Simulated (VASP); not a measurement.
# Sb (P-1) in VASP: settings compared, part 2 of 2

VASP 6.6.1. Earlier steps stand in the parts before.

## Step 3: Single point, PBE

INCAR

```
SYSTEM = Sb
PREC = Accurate
ENCUT = 520
EDIFF = 1E-6
ISMEAR = -1
SIGMA = 0.05
LREAL = .False.
LASPH = .True.
NELM = 60
ALGO = Normal
ISIF = 2
LWAVE = .False.
LCHARG = .True.
GGA = PE
LELF = .True.
LVHAR = .True.
NBANDS = 12
```

KPOINTS

```
Automatic mesh
0
Gamma
  8 8 8
  0 0 0
```

POSCAR

```
Sb
1.0
    2.1790745590      1.2868119499      3.7580000000
   -2.1293254410      1.2006439499      3.7580000000
   -0.0497491180     -2.4874558998      3.7580000000
Sb
2
Direct
    0.7633953941      0.7672405576      0.7640988795
    0.2366046059      0.2327594424      0.2359011205
```

Potentials or basis: VASP PAW PBE potentials, release 64 (Sb).

On the command line:

```bash
> cat potpaw_PBE.64/Sb/POTCAR > POTCAR
> mpirun -np 1 vasp_std > vasp.out
```

OUTCAR:

```text
SYSTEM = Sb
   PREC = Accurate
   ENCUT = 520
   EDIFF = 1E-6
   ISMEAR = -1
   LREAL = .False.
   LASPH = .True.
   NELM = 60
   ISIF = 2
   GGA = PE

 ion  position               nearest neighbor table
   1  0.763  0.767  0.764-   2 2.91   2 2.92   2 2.95   2 3.29   2 3.34   2 3.37
   2  0.237  0.233  0.236-   1 2.91   1 2.92   1 2.95   1 3.29   1 3.34   1 3.37

  LATTYP: Found a triclinic cell.
 ALAT       =     7.4657373378
 B/A-ratio  =     0.5671235596
 C/A-ratio  =     0.6068593911
[... 554 lines left out ...]

  FORCE on cell =-STRESS in cart. coord.  units (eV):
  Direction    XX          YY          ZZ          XY          YZ          ZX
  --------------------------------------------------------------------------------------
  -------------------------------------------------------------------------------------
  Total        0.9676246      0.9416445      0.6722746     -0.4798742     -0.0041877      0.3666100
  in kB       25.6727156     24.9834197     17.8365808    -12.7318735     -0.1111068      9.7267833
  external PRESSURE =      22.8309054 kB  Pullay stress =       0.0000000 kB

 VOLUME and BASIS-vectors are now :
 -----------------------------------------------------------------------------
  energy-cutoff  :      520.00
  volume of cell :       60.39
      direct lattice vectors                 reciprocal lattice vectors
     2.179074559  1.286811950  3.758000000     0.229516418  0.129415397  0.088699663
    -2.129325441  1.200643950  3.758000000    -0.234878792  0.138703302  0.088699663
    -0.049749118 -2.487455900  3.758000000     0.005362374 -0.268118699  0.088699663

 POSITION                                       TOTAL-FORCE (eV/Angst)
 -----------------------------------------------------------------------------------
     -0.00822      0.00287      8.62361        -0.009963     -0.002489     -0.024659
      0.00822     -0.00287      2.65039         0.009963      0.002489      0.024659
 -----------------------------------------------------------------------------------
    total drift:                                0.000000      0.000000     -0.000000

  FREE ENERGIE OF THE ION-ELECTRON SYSTEM (eV)
  ---------------------------------------------------
  free  energy   TOTEN  =        -8.2523232977 eV

  energy  without entropy=       -8.2494441721  energy(sigma->0) =       -8.25088373
```

OSZICAR:

```text
N       E                     dE             d eps       ncg     rms          rms(c)
DAV:   1     0.352331182090E+02    0.35233E+02   -0.35467E+03  6240   0.653E+02
DAV:   2    -0.631059218555E+01   -0.41544E+02   -0.40078E+02  8204   0.106E+02
DAV:   3    -0.823563353191E+01   -0.19250E+01   -0.19133E+01  7648   0.256E+01
DAV:   4    -0.825221815196E+01   -0.16585E-01   -0.16583E-01  7224   0.287E+00
DAV:   5    -0.825242241132E+01   -0.20426E-03   -0.20426E-03  7680   0.348E-01    0.297E+00
DAV:   6    -0.825216352121E+01    0.25889E-03   -0.20937E-03  7320   0.315E-01    0.179E+00
DAV:   7    -0.825217144090E+01   -0.79197E-05   -0.52860E-03  7356   0.485E-01    0.803E-02
DAV:   8    -0.825229961241E+01   -0.12817E-03   -0.15717E-04  7692   0.785E-02    0.208E-02
DAV:   9    -0.825232190651E+01   -0.22294E-04   -0.27506E-05  7296   0.315E-02    0.467E-03
DAV:  10    -0.825232297042E+01   -0.10639E-05   -0.17426E-06  7260   0.766E-03    0.132E-03
DAV:  11    -0.825232329772E+01   -0.32731E-06   -0.28663E-07  4092   0.316E-03
   1 F= -.82523233E+01 E0= -.82508837E+01  d E =-.287913E-02
```

It took 2.7 min on 1 thread of Intel Xeon 8259CL, shared host; peak memory 0.32 GiB.

Results:

```yaml
Free_energy: -8.2523 eV
Pressure: 2.3 GPa
Largest_force: 0.027 eV/Å
Band_gap_on_the_k_mesh: zero (bands 5 and 6 overlap by 0.72 eV)
```

Forces on the atoms (eV/Å):
```
Sb  -0.010 -0.002 -0.025
Sb   0.010  0.002  0.025
```

Caveat: spin-orbit coupling is left out, which moves the levels of the heavy elements.
